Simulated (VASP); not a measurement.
# InP (F-43m) in VASP: notebook

The runs below take InP through single point, with PBEsol.

All numbers are computed with VASP 6.6.1; they aren't measurements. Logs are shortened: lines on timing, memory, paths and dates and some standing lists are left out, and cuts for length are marked.

### Step 1. The cell of the first run

The structure is cubic, space group F-43m (No. 216). The conventional cell has a = 5.579 Å, b = 5.579 Å, c = 5.579 Å, α = 90.00°, β = 90.00°, γ = 90.00°. Within 3.2 Å of In (site symmetry -43m) lie 4 P at 2.42 Å. Within 3.2 Å of P (site symmetry -43m) lie 4 In at 2.42 Å.

### Step 2. Single point, PBEsol

Input file INCAR:

```
PREC = Accurate
ENCUT = 520
EDIFF = 1E-6
ISMEAR = 0
SIGMA = 0.01
LREAL = False
LASPH = True
NELM = 80
ALGO = Normal
ISIF = 2
LWAVE = False
LCHARG = False
GGA = PS
NBANDS = 16
```

Input file KPOINTS:

```
Automatic mesh
0
Gamma
  8 8 8
```

Input file POSCAR:

```
InP
1.0
    2.7895246928      2.7895246928      0.0000000000
   -2.7895246928      2.7895246928      0.0000000000
    0.0000000000      2.7895246928      2.7895246928
In P
1 1
Direct
    0.0000000000      0.0000000000      0.0000000000
    0.7500000000      0.2500000000      0.5000000000
```

Potentials or basis: VASP PAW PBE potentials, release 64 (In_d, P).

Launch:

```bash
> cat potpaw_PBE.64/In_d/POTCAR potpaw_PBE.64/P/POTCAR > POTCAR
> mpirun -np 1 vasp_std > vasp.out
```

OUTCAR:

```text
PREC = Accurate
   ENCUT = 520
   EDIFF = 1E-6
   ISMEAR = 0
   LREAL = False
   LASPH = True
   NELM = 80
   ISIF = 2
   GGA = PS

 ion  position               nearest neighbor table
   1  0.000  0.000  0.000-   2 2.42   2 2.42   2 2.42   2 2.42
   2  0.750  0.250  0.500-   1 2.42   1 2.42   1 2.42   1 2.42

  LATTYP: Found a face centered cubic cell.
 ALAT       =     5.5790493856

  Lattice vectors:

 A1 = (   0.0000000000,   2.7895246928,   2.7895246928)
 A2 = (   2.7895246928,   0.0000000000,   2.7895246928)
 A3 = (   2.7895246928,   2.7895246928,   0.0000000000)

Analysis of symmetry for initial positions (statically):
=====================================================================
 Subroutine PRICEL returns:
 Original cell was already a primitive cell.

 Routine SETGRP: Setting up the symmetry group for a
 face centered cubic supercell.

 Subroutine GETGRP returns: Found 24 space group operations
 (whereof 24 operations were pure point group operations)
 out of a pool of 48 trial point group operations.

The static configuration has the point symmetry T_d .

Analysis of symmetry for dynamics (positions and initial velocities):
=====================================================================
 Subroutine PRICEL returns:
 Original cell was already a primitive cell.

 Routine SETGRP: Setting up the symmetry group for a
 face centered cubic supercell.

 Subroutine GETGRP returns: Found 24 space group operations
 (whereof 24 operations were pure point group operations)
 out of a pool of 48 trial point group operations.

The dynamic configuration has the point symmetry T_d .

 Subroutine INISYM returns: Found 24 space group operations
 (whereof 24 operations are pure point group operations),
 and found     1 'primitive' translations

----------------------------------------------------------------------------------------

                                     Primitive cell

  volume of cell :      43.4131

  direct lattice vectors                    reciprocal lattice vectors
     2.789524693  2.789524693  0.000000000     0.179242005  0.179242005 -0.179242005
    -2.789524693  2.789524693  0.000000000    -0.179242005  0.179242005 -0.179242005
     0.000000000  2.789524693  2.789524693     0.000000000  0.000000000  0.358484011

  length of vectors
     3.944983653  3.944983653  3.944983653     0.310456260  0.310456260  0.358484011

[... 78 lines left out ...]
   ENCUT  =  520.0 eV  38.22 Ry    6.18 a.u.   7.34  7.34  7.34*2*pi/ulx,y,z
   NELM   =     80;   NELMIN=  2; NELMDL= -5     # of ELM steps
   EDIFF  = 0.1E-05   stopping-criterion for ELM
   LREAL  =      F    real-space projection
   EDIFFG = 0.1E-04   stopping-criterion for IOM
   NSW    =      0    number of steps for IOM
   IBRION =     -1    ionic relax: 0-MD 1-quasi-New 2-CG
   NFREE  =      0    steps in history (QN), initial steepest desc. (CG)
   ISIF   =      2    stress and relaxation
   ISYM   =      2    0-nonsym 1-usesym 2-fastsym
   POTIM  = 0.5000    time-step for ionic-motion
   TEBEG  =    0.0;   TEEND  =   0.0 temperature during run
   PSTRESS=    0.0 pullay stress
   NELECT =      18.0000    total number of electrons
   NUPDOWN=      -1.0000    fix difference up-down
   EMIN   =  10.00;   EMAX   =-10.00  energy-range for DOS
   EFERMI =   0.00;   METHOD = LEGACY
   ISMEAR =     0;   SIGMA  =   0.01  broadening in eV -4-tet -1-fermi 0-gaus
   EFERMI_NEDOS =   21; number of points for ismear=-14 and -15
   IALGO  =     38    algorithm
   IMIX   =      4    mixing-type and parameters
     AMIX     =   0.40;   BMIX     =  1.00
     AMIX_MAG =   1.60;   BMIX_MAG =  1.00
  volume/ion in A,a.u.               =      21.71       146.48
  Fermi-wavevector in a.u.,A,eV,Ry     =   1.220746  2.306876 20.275699  1.490222
  Thomas-Fermi vector in A             =   2.355953
   LORBIT       =      0    0 simple, 1 ext, 2 COOP (PROOUT), +10 PAW based schemes
   GGA     = PS    functional components
   LHFCALC =     F    Hartree Fock is set to
   AEXX    =    0.0000 exact exchange contribution
   IVDW    =     0    specifies the selected vdW correction
   LEPSILON=     F    determine dielectric tensor
   LRPA    =     F    only Hartree local field effects (RPA)
 non-spin polarized calculation
 Gauss-broadening in eV      SIGMA  =   0.01
  energy-cutoff  :      520.00
  volume of cell :       43.41
 maximum number of plane-waves:      1211
 NGX is ok and might be reduce to    30
   NGX = 15   NGY = 15   NGZ = 15

 number of electron      18.0000006 magnetization

 Free energy of the ion-electron system (eV)
  ---------------------------------------------------
  ext. energy  EPLUGINS =         0.00000000
  ---------------------------------------------------
  free energy    TOTEN  =        -8.85567636 eV

  energy without entropy =       -8.85567636  energy(sigma->0) =       -8.85567636

 E-fermi :   6.9287     XC(G=0): -10.1466

 val. band max:        6.8681360565   @ k =   0.0000   0.0000   0.0000
 cond. band min:       8.2079713790   @ k =   0.5000   0.5000   0.0000
 fundamental gap:      1.3398353225
 Fermi energy:         6.9287339954

 k-point     1 :       0.0000    0.0000    0.0000
  band No.  band energies     occupation
      1      -7.6990      2.00000
      2      -7.6990      2.00000
      3      -7.6990      2.00000
      4      -7.4536      2.00000
      5      -7.4536      2.00000
      6      -5.8183      2.00000
[... 433 lines left out ...]
      3      -7.5866      2.00000
      4      -7.4660      2.00000
      5      -7.4326      2.00000
      6      -3.1039      2.00000
[... 8 lines left out ...]
     15      17.7949      0.00000
     16      18.7372      0.00000

 [... further k-points ...]

------------------------ aborting loop because EDIFF is reached ----------------------------------------

  FORCE on cell =-STRESS in cart. coord.  units (eV):
  Direction    XX          YY          ZZ          XY          YZ          ZX
  --------------------------------------------------------------------------------------
  -------------------------------------------------------------------------------------
  Total        4.0370341      4.0370341      4.0370341      0.0000000     -0.0000000      0.0000000
  in kB      148.9883709    148.9883709    148.9883709      0.0000000     -0.0000000      0.0000000
  external PRESSURE =     148.9883709 kB  Pullay stress =       0.0000000 kB

 VOLUME and BASIS-vectors are now :
 -----------------------------------------------------------------------------
  energy-cutoff  :      520.00
  volume of cell :       43.41
      direct lattice vectors                 reciprocal lattice vectors
     2.789524693  2.789524693  0.000000000     0.179242005  0.179242005 -0.179242005
    -2.789524693  2.789524693  0.000000000    -0.179242005  0.179242005 -0.179242005
     0.000000000  2.789524693  2.789524693     0.000000000  0.000000000  0.358484011

 POSITION                                       TOTAL-FORCE (eV/Angst)
 -----------------------------------------------------------------------------------
      0.00000      0.00000      0.00000        -0.000000     -0.000000      0.000000
      1.39476      4.18429      1.39476         0.000000      0.000000      0.000000
 -----------------------------------------------------------------------------------
    total drift:                               -0.000000     -0.000000     -0.000000

  FREE ENERGIE OF THE ION-ELECTRON SYSTEM (eV)
  ---------------------------------------------------
  free  energy   TOTEN  =        -8.8556763604 eV

  energy  without entropy=       -8.8556763604  energy(sigma->0) =       -8.85567636
```

stdout:

```text
POSCAR found type information on POSCAR InP
 POSCAR found :  2 types and       2 ions
 scaLAPACK will be used
 -----------------------------------------------------------------------------
|                                                                             |
|                                                                             |
|     You enforced a specific xc type in the INCAR file but a different       |
|     I HOPE YOU KNOW WHAT YOU ARE DOING!                                     |
|                                                                             |
 -----------------------------------------------------------------------------

 LDA part: xc-table for (Slater+PW92), standard interpolation
 POSCAR, INCAR and KPOINTS ok, starting setup
 FFT: planning ... GRIDC
 FFT: planning ... GRID_SOFT
 FFT: planning ... GRID
 WAVECAR not read
 entering main loop
```

Wall time 26 s (1 thread of Intel Xeon Platinum 8259CL at 2.50GHz (Skylake/Cascade Lake), shared host); peak memory 0.17 GiB.

What came out:

* Free energy: -8.8557 eV
* Pressure: 14.9 GPa
* Band gap on the k mesh: 1.34 eV, indirect (least direct gap 1.39 eV)

Levels at points of the mesh, in eV from the valence-band top:
| k point | band 6 | band 7 | band 8 | band 9 | band 10 | band 11 | band 12 | band 13 |
| --- | --- | --- | --- | --- | --- | --- | --- | --- |
| (0.00, 0.00, 0.00) | -12.69 | 0.00 | 0.00 | 0.00 | 1.39 | 3.96 | 3.96 | 3.96 |
| (0.50, 0.00, 0.00) | -10.38 | -6.70 | -1.23 | -1.23 | 1.74 | 4.70 | 4.70 | 7.13 |
| (0.50, 0.50, 0.00) | -9.55 | -6.54 | -2.92 | -2.92 | 1.34 | 2.07 | 10.08 | 10.50 |

Caveat: the PAW data sets were made with another functional, which shifts forces and pressure a little; spin-orbit coupling is left out, which moves the levels of the heavy elements. A k mesh can miss the band edges.

### Step 3. Single point, PBEsol

This run uses another cell than the first one, of 23.31 Å³/atom, 1.074 times its volume.

Input file INCAR:

```
SYSTEM = InP
ALGO     = Normal         ! electronic algorithm
EDIFF    = 1E-7           ! SCF threshold, eV
ENCUT    = 520            ! plane-wave cutoff, eV
GGA      = PS             ! functional
ISIF     = 2              ! what is computed and relaxed
ISMEAR   = 0              ! smearing method
LASPH    = .True.         ! aspherical terms in the spheres
LCHARG   = .False.        ! write CHGCAR
LREAL    = .False.        ! projectors in reciprocal space
LWAVE    = .False.        ! write WAVECAR
NBANDS   = 16             ! bands
NELM     = 100            ! most SCF steps
PREC     = Accurate       ! precision mode
SIGMA    = 0.01           ! smearing width, eV
```

Input file KPOINTS:

```
k-points
0
Gamma
  8 8 8
  0 0 0
```

Input file POSCAR:

```
InP
1.0
    2.8564843319      2.8564843319      0.0000000000
   -2.8564843319      2.8564843319      0.0000000000
    0.0000000000      2.8564843319      2.8564843319
In P
1 1
Direct
    0.0000000000      0.0000000000      0.0000000000
    0.7500000000      0.2500000000      0.5000000000
```

Potentials or basis: VASP PAW PBE potentials, release 64 (In_d, P).

Launch:

```bash
> cat potpaw_PBE.64/In_d/POTCAR potpaw_PBE.64/P/POTCAR > POTCAR
> mpirun -np 1 vasp_std > vasp.out
```

Wall time 29 s (1 thread of Intel Xeon Platinum 8259CL at 2.50GHz (Skylake/Cascade Lake), shared host); peak memory 0.17 GiB.

The run converged. Its results:

* Free energy: -9.0704 eV
* Pressure: 6.9 GPa
* Band gap on the k mesh: 1.02 eV, direct

Levels at points of the mesh, in eV from the valence-band top:
| k point | band 5 | band 6 | band 7 | band 8 | band 9 | band 10 | band 11 | band 12 | band 13 | band 14 |
| --- | --- | --- | --- | --- | --- | --- | --- | --- | --- | --- |
| (0.00, 0.00, 0.00) | -14.14 | -12.11 | 0.00 | 0.00 | 0.00 | 1.02 | 4.00 | 4.00 | 4.00 | 8.72 |
| (0.50, 0.00, 0.00) | -14.12 | -10.09 | -6.24 | -1.11 | -1.11 | 1.58 | 4.73 | 4.73 | 7.07 | 9.70 |
| (0.50, 0.50, 0.00) | -14.09 | -9.33 | -6.17 | -2.63 | -2.63 | 1.49 | 2.13 | 9.59 | 10.04 | 10.04 |

Caveat: the PAW data sets were made with another functional, which shifts forces and pressure a little; spin-orbit coupling is left out, which moves the levels of the heavy elements. As with any semilocal functional, this PBEsol gap is likely too small.

### Step 4. Single point, PBEsol

This run uses another cell than the first one, of 22.64 Å³/atom, 1.043 times its volume.

Input file INCAR:

```
SYSTEM = InP
  PREC = Accurate
  ENCUT = 520
  EDIFF = 1E-6
  ISMEAR = 0
  SIGMA = 0.01
  LREAL = .FALSE.
  LASPH = .TRUE.
  NELM = 80
  ALGO = Normal
  ISIF = 2
  LWAVE = .FALSE.
  LCHARG = .TRUE.
  GGA = PS
  LELF = .TRUE.
  LVHAR = .TRUE.
  NBANDS = 16
```

Input file KPOINTS:

```
regular mesh
0
G
  8 8 8
  0 0 0
```

Input file POSCAR:

```
InP
1.0
    2.8290409325      2.8290409325      0.0000000000
   -2.8290409325      2.8290409325      0.0000000000
    0.0000000000      2.8290409325      2.8290409325
In P
1 1
Direct
    0.0000000000      0.0000000000      0.0000000000
    0.7500000000      0.2500000000      0.5000000000
```

Launch:

```bash
> cat potpaw_PBE.64/In_d/POTCAR potpaw_PBE.64/P/POTCAR > POTCAR
> mpirun -np 1 vasp_std > vasp.out
```

Wall time 24 s (1 thread of Intel Xeon Platinum 8259CL at 2.50GHz (Skylake/Cascade Lake), shared host); peak memory 0.17 GiB.

The run converged. Its results:

```yaml
Free_energy: -9.0003 eV
Pressure: 9.9 GPa
Band_gap_on_the_k_mesh: 1.17 eV, direct
```

Levels at points of the mesh, in eV from the valence-band top:
| k point | band 5 | band 6 | band 7 | band 8 | band 9 | band 10 | band 11 | band 12 | band 13 | band 14 |
| --- | --- | --- | --- | --- | --- | --- | --- | --- | --- | --- |
| (0.00, 0.00, 0.00) | -14.21 | -12.34 | 0.00 | 0.00 | 0.00 | 1.17 | 3.98 | 3.98 | 3.98 | 8.86 |
| (0.50, 0.00, 0.00) | -14.19 | -10.20 | -6.42 | -1.16 | -1.16 | 1.64 | 4.72 | 4.72 | 7.10 | 9.85 |
| (0.50, 0.50, 0.00) | -14.16 | -9.42 | -6.32 | -2.74 | -2.74 | 1.43 | 2.11 | 9.79 | 10.23 | 10.23 |

Caveat: the PAW data sets were made with another functional, which shifts forces and pressure a little; spin-orbit coupling is left out, which moves the levels of the heavy elements.

### Step 5. Single point, PBEsol

This run uses another cell than the first one, of 24.08 Å³/atom, 1.109 times its volume.

Input file INCAR:

```
SYSTEM = InP
ALGO     = Normal         ! electronic algorithm
EDIFF    = 1E-7           ! SCF threshold, eV
ENCUT    = 520            ! plane-wave cutoff, eV
GGA      = PS             ! functional
ISIF     = 2              ! what is computed and relaxed
ISMEAR   = 0              ! smearing method
LASPH    = .True.         ! aspherical terms in the spheres
LCHARG   = .True.         ! write CHGCAR
LELF     = .True.         ! ELF
LREAL    = .False.        ! projectors in reciprocal space
LVHAR    = .True.       
LWAVE    = .False.        ! write WAVECAR
NBANDS   = 16             ! bands
NELM     = 60             ! most SCF steps
PREC     = Accurate       ! precision mode
SIGMA    = 0.01           ! smearing width, eV
```

Input file KPOINTS:

```
k-points
0
Gamma
  8 8 8
  0 0 0
```

Input file POSCAR:

```
InP
1.0
    2.8877728106      2.8877728106      0.0000000000
   -2.8877728106      2.8877728106      0.0000000000
    0.0000000000      2.8877728106      2.8877728106
In P
1 1
Direct
    0.0000000000      0.0000000000      0.0000000000
    0.7500000000      0.2500000000      0.5000000000
```

Launch:

```bash
> cat potpaw_PBE.64/In_d/POTCAR potpaw_PBE.64/P/POTCAR > POTCAR
> mpirun -np 1 vasp_std > vasp.out
```

Run time: 30 s. Hardware: 1 thread of Intel Xeon Platinum 8259CL at 2.50GHz (Skylake/Cascade Lake), shared host; peak memory 0.17 GiB.

The run converged. Its results:

```
Free energy            : -9.1233 eV
Pressure               : 4.0 GPa
Band gap on the k mesh : 0.85 eV, direct
```

Levels at points of the mesh, in eV from the valence-band top:
```tsv
k point	band 7	band 8	band 9	band 10	band 11	band 12
(0.00, 0.00, 0.00)	0.00	0.00	0.00	0.85	4.01	4.01
(0.50, 0.00, 0.00)	-6.05	-1.05	-1.05	1.50	4.74	4.74
(0.50, 0.50, 0.00)	-6.02	-2.51	-2.51	1.55	2.15	9.38
```

Caveat: the PAW data sets were made with another functional, which shifts forces and pressure a little; spin-orbit coupling is left out, which moves the levels of the heavy elements.

### Step 6. Single point, PBEsol

This run uses another cell than the first one, of 24.70 Å³/atom, 1.138 times its volume.

Input file INCAR:

```
PREC = Accurate
ENCUT = 520
EDIFF = 1E-6
ISMEAR = 0
SIGMA = 0.01
LREAL = False
LASPH = True
NELM = 100
ALGO = Normal
ISIF = 2
LWAVE = False
LCHARG = False
GGA = PS
NBANDS = 16
```

Input file KPOINTS:

```
Automatic mesh
0
Gamma
  8 8 8
```

Input file POSCAR:

```
InP
1.0
    2.9121169654      2.9121169654      0.0000000000
   -2.9121169654      2.9121169654      0.0000000000
    0.0000000000      2.9121169654      2.9121169654
In P
1 1
Direct
    0.0000000000      0.0000000000      0.0000000000
    0.7500000000      0.2500000000      0.5000000000
```

Potentials or basis: VASP PAW PBE potentials, release 64 (In_d, P).

Launch:

```bash
> cat potpaw_PBE.64/In_d/POTCAR potpaw_PBE.64/P/POTCAR > POTCAR
> mpirun -np 1 vasp_std > vasp.out
```

Wall time 23 s (1 thread of Intel Xeon Platinum 8259CL at 2.50GHz (Skylake/Cascade Lake), shared host); peak memory 0.18 GiB.

It converged, with:

```
Free energy            : -9.1462 eV
Pressure               : 1.9 GPa
Band gap on the k mesh : 0.72 eV, direct
```

Levels at points of the mesh, in eV from the valence-band top:
| k point | band 7 | band 8 | band 9 | band 10 | band 11 | band 12 |
| --- | --- | --- | --- | --- | --- | --- |
| (0.00, 0.00, 0.00) | 0.00 | 0.00 | 0.00 | 0.72 | 4.01 | 4.01 |
| (0.50, 0.00, 0.00) | -5.90 | -1.01 | -1.01 | 1.45 | 4.74 | 4.74 |
| (0.50, 0.50, 0.00) | -5.90 | -2.42 | -2.42 | 1.60 | 2.16 | 9.21 |

Caveat: the PAW data sets were made with another functional, which shifts forces and pressure a little; spin-orbit coupling is left out, which moves the levels of the heavy elements.

### Step 7. Summary

```csv
cell,gap on the mesh (eV),pressure (GPa)
"a = 3.945 Å, angles 60.0, 60.0, 90.0°, 2 atoms",1.34,14.9
"a = 4.040 Å, angles 60.0, 60.0, 90.0°, 2 atoms",1.02,6.9
"a = 4.001 Å, angles 60.0, 60.0, 90.0°, 2 atoms",1.17,9.9
"a = 4.084 Å, angles 60.0, 60.0, 90.0°, 2 atoms",0.85,4.0
"a = 4.118 Å, angles 60.0, 60.0, 90.0°, 2 atoms",0.72,1.9
```

Alike in all rows: task single point; level PBEsol; potentials or basis VASP PAW PBE potentials, release 64 (In_d, P); no spin polarisation; k mesh 8 × 8 × 8; cutoff (eV) 520; smearing gaussian 0.01 eV.

Caveats: the PAW data sets were made with another functional, which shifts forces and pressure a little; spin-orbit coupling is left out, which moves the levels of the heavy elements.

Total energies depend on the potentials used, so only differences within one code and one set of settings carry meaning.
